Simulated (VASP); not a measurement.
# InAs (F-43m) in VASP: further runs

Runs on InAs. Level: r2SCAN. Tasks: single point.

Program: VASP 6.6.1. These are calculated values, not measurements. Logs are shortened: lines on timing, memory, paths and dates and some standing lists are left out, and cuts for length are marked.

## 1. The cell of the first run

Symmetry: F-43m, No. 216, cubic system. Conventional cell: a = 5.915 Å, b = 5.915 Å, c = 5.915 Å, α = 90.00°, β = 90.00°, γ = 90.00°. In (site symmetry -43m) has 4 As at 2.56 Å within 3.4 Å. Within 3.4 Å of As (site symmetry -43m) lie 4 In at 2.56 Å.

## 2. Single point, r2SCAN

POSCAR

```
InAs
1.0
    0.0000000000      2.9575336250      2.9575336250
    2.9575336250      0.0000000000      2.9575336250
    2.9575336250      2.9575336250      0.0000000000
In As
1 1
Direct
    0.0000000000      0.0000000000      0.0000000000
    0.7500000000      0.7500000000      0.7500000000
```

INCAR.step1

```
SYSTEM = InAs
PREC     = Accurate       ! precision mode
ENCUT    = 520            ! plane-wave cutoff, eV
ISMEAR   = -1             ! smearing method
SIGMA    = 0.1            ! smearing width, eV
LREAL    = .FALSE.        ! projectors in reciprocal space
LASPH    = .TRUE.         ! aspherical terms in the spheres
NELM     = 60             ! most SCF steps
NBANDS   = 16             ! bands
GGA      = PE             ! functional
ALGO     = Normal         ! electronic algorithm
EDIFF    = 1E-4           ! SCF threshold, eV
LWAVE    = .TRUE.         ! write WAVECAR
LCHARG   = .FALSE.        ! write CHGCAR
```

INCAR.step2

```
SYSTEM = InAs
PREC     = Accurate       ! precision mode
ENCUT    = 520            ! plane-wave cutoff, eV
EDIFF    = 1E-6           ! SCF threshold, eV
ISMEAR   = -1             ! smearing method
SIGMA    = 0.1            ! smearing width, eV
LREAL    = .FALSE.        ! projectors in reciprocal space
LASPH    = .TRUE.         ! aspherical terms in the spheres
NELM     = 60             ! most SCF steps
ALGO     = Normal         ! electronic algorithm
ISIF     = 2              ! what is computed and relaxed
LWAVE    = .FALSE.        ! write WAVECAR
LCHARG   = .TRUE.         ! write CHGCAR
METAGGA  = R2SCAN         ! meta-GGA
LMIXTAU  = .TRUE.       
LELF     = .TRUE.         ! ELF
LVHAR    = .TRUE.       
NBANDS   = 16             ! bands
ISTART   = 1
```

KPOINTS

```
regular mesh
0
G
  14 14 14
  0 0 0
```

Potentials or basis: VASP PAW PBE potentials, release 64 (In_d, As).

Launch:

```console
cat potpaw_PBE.64/In_d/POTCAR potpaw_PBE.64/As/POTCAR > POTCAR
cp INCAR.step1 INCAR
mpirun -np 1 vasp_std > vasp.out
cp INCAR.step2 INCAR
mpirun -np 1 vasp_std > vasp.out
```

OUTCAR:

```text
SYSTEM = InAs
   PREC = Accurate
   ENCUT = 520
   EDIFF = 1E-6
   ISMEAR = -1
   LREAL = .FALSE.
   LASPH = .TRUE.
   NELM = 60
   ISIF = 2
   METAGGA = R2SCAN
   ISTART = 1

 ion  position               nearest neighbor table
   1  0.000  0.000  0.000-   2 2.56   2 2.56   2 2.56   2 2.56
   2  0.750  0.750  0.750-   1 2.56   1 2.56   1 2.56   1 2.56

  LATTYP: Found a face centered cubic cell.
 ALAT       =     5.9150672500

  Lattice vectors:

 A1 = (   0.0000000000,   2.9575336250,   2.9575336250)
 A2 = (   2.9575336250,   0.0000000000,   2.9575336250)
 A3 = (   2.9575336250,   2.9575336250,   0.0000000000)

Analysis of symmetry for initial positions (statically):
=====================================================================
 Subroutine PRICEL returns:
 Original cell was already a primitive cell.

 Routine SETGRP: Setting up the symmetry group for a
 face centered cubic supercell.

 Subroutine GETGRP returns: Found 24 space group operations
 (whereof 24 operations were pure point group operations)
 out of a pool of 48 trial point group operations.

The static configuration has the point symmetry T_d .

Analysis of symmetry for dynamics (positions and initial velocities):
=====================================================================
 Subroutine PRICEL returns:
 Original cell was already a primitive cell.

 Routine SETGRP: Setting up the symmetry group for a
 face centered cubic supercell.

 Subroutine GETGRP returns: Found 24 space group operations
 (whereof 24 operations were pure point group operations)
 out of a pool of 48 trial point group operations.

The dynamic configuration has the point symmetry T_d .

 Subroutine INISYM returns: Found 24 space group operations
 (whereof 24 operations are pure point group operations),
 and found     1 'primitive' translations

----------------------------------------------------------------------------------------

                                     Primitive cell

  volume of cell :      51.7391

  direct lattice vectors                    reciprocal lattice vectors
     0.000000000  2.957533625  2.957533625    -0.169059785  0.169059785  0.169059785
     2.957533625  0.000000000  2.957533625     0.169059785 -0.169059785  0.169059785
     2.957533625  2.957533625  0.000000000     0.169059785  0.169059785 -0.169059785

[... 79 lines left out ...]
   LSORBIT =      F    spin-orbit coupling
   LASPH  =      T    aspherical Exc in radial PAW
   ENCUT  =  520.0 eV  38.22 Ry    6.18 a.u.   7.78  7.78  7.78*2*pi/ulx,y,z
   NELM   =     60;   NELMIN=  2; NELMDL=  0     # of ELM steps
   EDIFF  = 0.1E-05   stopping-criterion for ELM
   LREAL  =      F    real-space projection
   EDIFFG = 0.1E-04   stopping-criterion for IOM
   NSW    =      0    number of steps for IOM
   IBRION =     -1    ionic relax: 0-MD 1-quasi-New 2-CG
   NFREE  =      0    steps in history (QN), initial steepest desc. (CG)
   ISIF   =      2    stress and relaxation
   ISYM   =      2    0-nonsym 1-usesym 2-fastsym
   POTIM  = 0.5000    time-step for ionic-motion
   TEBEG  =    0.0;   TEEND  =   0.0 temperature during run
   PSTRESS=    0.0 pullay stress
   NELECT =      18.0000    total number of electrons
   NUPDOWN=      -1.0000    fix difference up-down
   EMIN   =  10.00;   EMAX   =-10.00  energy-range for DOS
   EFERMI =   0.00;   METHOD = LEGACY
   ISMEAR =    -1;   SIGMA  =   0.10  broadening in eV -4-tet -1-fermi 0-gaus
   EFERMI_NEDOS =   21; number of points for ismear=-14 and -15
   IALGO  =     38    algorithm
   IMIX   =      4    mixing-type and parameters
     AMIX     =   0.40;   BMIX     =  1.00
     AMIX_MAG =   1.60;   BMIX_MAG =  1.00
  volume/ion in A,a.u.               =      25.87       174.58
  Fermi-wavevector in a.u.,A,eV,Ry     =   1.151399  2.175829 18.037522  1.325720
  Thomas-Fermi vector in A             =   2.288057
   LORBIT       =      0    0 simple, 1 ext, 2 COOP (PROOUT), +10 PAW based schemes
   METAGGA = R2SCAN    functional components
   LHFCALC =     F    Hartree Fock is set to
   AEXX    =    0.0000 exact exchange contribution
   IVDW    =     0    specifies the selected vdW correction
   LEPSILON=     F    determine dielectric tensor
   LRPA    =     F    only Hartree local field effects (RPA)
 non-spin polarized calculation
  energy-cutoff  :      520.00
  volume of cell :       51.74
 maximum number of plane-waves:      1411
   NGX = 15   NGY = 15   NGZ = 15

 number of electron      18.0000009 magnetization

 Free energy of the ion-electron system (eV)
  ---------------------------------------------------
  ext. energy  EPLUGINS =         0.00000000
  ---------------------------------------------------
  free energy    TOTEN  =       -37.95589872 eV

  energy without entropy =      -37.95576090  energy(sigma->0) =      -37.95582981

 E-fermi :   5.4482     XC(G=0):  -9.9681

 val. band max:        4.9748588669   @ k =   0.0000   0.0000   0.0000
 cond. band min:       5.5931349812   @ k =   0.0000   0.0000   0.0000
 fundamental gap:      0.6182761144
 Fermi energy:         5.4482316056

 k-point     1 :       0.0000    0.0000    0.0000
  band No.  band energies     occupation
      1     -10.0211      2.00000
      2     -10.0211      2.00000
      3     -10.0211      2.00000
      4      -9.8398      2.00000
      5      -9.8398      2.00000
      6      -7.7922      2.00000
[... 433 lines left out ...]
      3      -9.9793      2.00000
      4      -9.8534      2.00000
      5      -9.8289      2.00000
      6      -6.9350      2.00000
[... 8 lines left out ...]
     15      15.4327      0.00000
     16      15.5993      0.00000

 [... further k-points ...]

------------------------ aborting loop because EDIFF is reached ----------------------------------------

  FORCE on cell =-STRESS in cart. coord.  units (eV):
  Direction    XX          YY          ZZ          XY          YZ          ZX
  --------------------------------------------------------------------------------------
  -------------------------------------------------------------------------------------
  Total        2.2581913      2.2581913      2.2581913      0.0000000      0.0000000      0.0000000
  in kB       69.9281842     69.9281842     69.9281842      0.0000000      0.0000000      0.0000000
  external PRESSURE =      69.9281842 kB  Pullay stress =       0.0000000 kB

 VOLUME and BASIS-vectors are now :
 -----------------------------------------------------------------------------
  energy-cutoff  :      520.00
  volume of cell :       51.74
      direct lattice vectors                 reciprocal lattice vectors
     0.000000000  2.957533625  2.957533625    -0.169059785  0.169059785  0.169059785
     2.957533625  0.000000000  2.957533625     0.169059785 -0.169059785  0.169059785
     2.957533625  2.957533625  0.000000000     0.169059785  0.169059785 -0.169059785

 POSITION                                       TOTAL-FORCE (eV/Angst)
 -----------------------------------------------------------------------------------
      0.00000      0.00000      0.00000        -0.000000      0.000000      0.000000
      4.43630      4.43630      4.43630         0.000000     -0.000000     -0.000000
 -----------------------------------------------------------------------------------
    total drift:                                0.000003      0.000003      0.000003

  FREE ENERGIE OF THE ION-ELECTRON SYSTEM (eV)
  ---------------------------------------------------
  free  energy   TOTEN  =       -37.9558987154 eV

  energy  without entropy=      -37.9557608966  energy(sigma->0) =      -37.95582981
```

OSZICAR.step1:

```text
N       E                     dE             d eps       ncg     rms          rms(c)
DAV:   1     0.113289464508E+03    0.11329E+03   -0.83257E+03  3344   0.124E+03
DAV:   2    -0.375002980233E+00   -0.11366E+03   -0.10922E+03  3640   0.297E+02
DAV:   3    -0.764699280388E+01   -0.72720E+01   -0.72376E+01  4296   0.741E+01
DAV:   4    -0.782411084654E+01   -0.17712E+00   -0.17708E+00  4192   0.126E+01
DAV:   5    -0.783159046926E+01   -0.74796E-02   -0.74795E-02  4856   0.220E+00    0.509E+00
DAV:   6    -0.756206719515E+01    0.26952E+00   -0.37634E-01  5224   0.111E+01    0.285E+00
DAV:   7    -0.753021326259E+01    0.31854E-01   -0.13268E-01  4648   0.350E+00    0.748E-01
DAV:   8    -0.753103621079E+01   -0.82295E-03   -0.16180E-02  4232   0.147E+00    0.249E-01
DAV:   9    -0.753157884479E+01   -0.54263E-03   -0.10435E-03  4208   0.257E-01    0.144E-01
DAV:  10    -0.753176930846E+01   -0.19046E-03   -0.25953E-04  4072   0.261E-01    0.708E-02
DAV:  11    -0.753181585969E+01   -0.46551E-04   -0.10488E-04  3448   0.146E-01
   1 F= -.75318159E+01 E0= -.75316138E+01  d E =-.404083E-03
```

It took 3.5 min on 1 thread of Intel Xeon Platinum 8259CL at 2.50GHz (Skylake/Cascade Lake), shared host; peak memory 0.24 GiB.

What came out:

```yaml
Free_energy: -37.9559 eV
Pressure: 7.0 GPa
Band_gap_on_the_k_mesh: 0.62 eV
```

Levels at points of the mesh, in eV from the valence-band top:
| k point | band 5 | band 6 | band 7 | band 8 | band 9 | band 10 | band 11 | band 12 | band 13 | band 14 |
| --- | --- | --- | --- | --- | --- | --- | --- | --- | --- | --- |
| (0.00, 0.00, 0.00) | -14.81 | -12.77 | 0.00 | 0.00 | 0.00 | 0.62 | 4.30 | 4.30 | 4.30 | 8.35 |
| (0.50, 0.00, 0.00) | -14.80 | -10.99 | -6.25 | -1.12 | -1.12 | 1.49 | 5.08 | 5.08 | 7.37 | 10.07 |
| (0.50, 0.50, 0.00) | -14.78 | -10.35 | -6.25 | -2.63 | -2.63 | 1.72 | 2.36 | 10.32 | 10.44 | 10.44 |

Caveat: the cell stands under pressure; semilocal functionals underestimate gaps, and a narrow one can read as zero; the PAW data sets were made with another functional, which shifts forces and pressure a little; spin-orbit coupling is left out, which moves the levels of the heavy elements.

## 3. Single point, r2SCAN

This run uses another cell than the first one, of 26.84 Å³/atom.

POSCAR

```
InAs
1.0
    0.0000000000      2.9941890826      2.9941890826
    2.9941890826      0.0000000000      2.9941890826
    2.9941890826      2.9941890826      0.0000000000
In As
1 1
Direct
    0.0000000000      0.0000000000      0.0000000000
    0.7500000000      0.7500000000      0.7500000000
```

INCAR.step1

```
PREC = Accurate
ENCUT = 520
ISMEAR = -1
SIGMA = 0.1
LREAL = F
LASPH = T
NELM = 60
NBANDS = 16
GGA = PE
ALGO = Normal
EDIFF = 1E-4
LWAVE = T
LCHARG = F
```

INCAR.step2

```
PREC = Accurate
ENCUT = 520
EDIFF = 1E-7
ISMEAR = -1
SIGMA = 0.1
LREAL = F
LASPH = T
NELM = 60
ALGO = Normal
ISIF = 2
LWAVE = F
LCHARG = F
METAGGA = R2SCAN
LMIXTAU = T
NBANDS = 16
ISTART = 1
```

KPOINTS

```
regular mesh
0
Gamma
  14 14 14
```

Potentials or basis: VASP PAW PBE potentials, release 64 (In_d, As).

Launch:

```console
cat potpaw_PBE.64/In_d/POTCAR potpaw_PBE.64/As/POTCAR > POTCAR
cp INCAR.step1 INCAR
mpirun -np 1 vasp_std > vasp.out
cp INCAR.step2 INCAR
mpirun -np 1 vasp_std > vasp.out
```

It took 4.5 min on 1 thread of Intel Xeon Platinum 8259CL at 2.50GHz (Skylake/Cascade Lake), shared host; peak memory 0.25 GiB.

The run converged. Its results:

- Free energy: -38.0226 eV
- Pressure: 4.0 GPa
- Band gap on the k mesh: 0.41 eV

Levels at points of the mesh, in eV from the valence-band top:
```
           k point  band 5  band 6  band 7  band 8  band 9  band 10  band 11  band 12  band 13  band 14
(0.00, 0.00, 0.00)  -14.75  -12.50    0.00    0.00    0.00     0.41     4.29     4.29     4.29     8.20
(0.50, 0.00, 0.00)  -14.74  -10.86   -6.04   -1.06   -1.06     1.40     5.06     5.06     7.33     9.85
(0.50, 0.50, 0.00)  -14.72  -10.26   -6.07   -2.50   -2.50     1.78     2.36    10.05    10.17    10.17
```

Caveat: the cell stands under pressure; semilocal functionals underestimate gaps, and a narrow one can read as zero; the PAW data sets were made with another functional, which shifts forces and pressure a little; spin-orbit coupling is left out, which moves the levels of the heavy elements.

[end of part 1 of 2]

The gap in the log of VASP goes by the Fermi energy; the results here count the filled bands.